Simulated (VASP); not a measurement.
GaN:

```
Ga N
1.0
     0.00000    2.25350    2.25350
     2.25350    0.00000    2.25350
     2.25350    2.25350    0.00000
Ga N
1 1
Cartesian
  0.0000 0.0000 0.0000
  3.3803 3.3803 3.3803
```

Base run:

```yaml
Program: VASP 6.6.1
Functional: PBEsol
Potentials_or_basis: VASP PAW PBE potentials, release 64 (Ga_d, N)
Cutoff: 520 eV
k_mesh: 7 × 7 × 7
Occupations: gaussian, width 0.01 eV
Spin: no spin polarisation
```

Its results: band gap on the k mesh 1.68 eV, direct; pressure -1.3 GPa.

Question: The run is repeated on the same cell with these changes: k mesh from 7 × 7 × 7 to 3 × 3 × 3. What comes out?

Answer: Band gap on the k mesh 1.61 eV, direct; pressure -1.0 GPa.

Caveats: some runs use coarse meshes; the PAW data sets were made with another functional, which shifts forces and pressure a little.

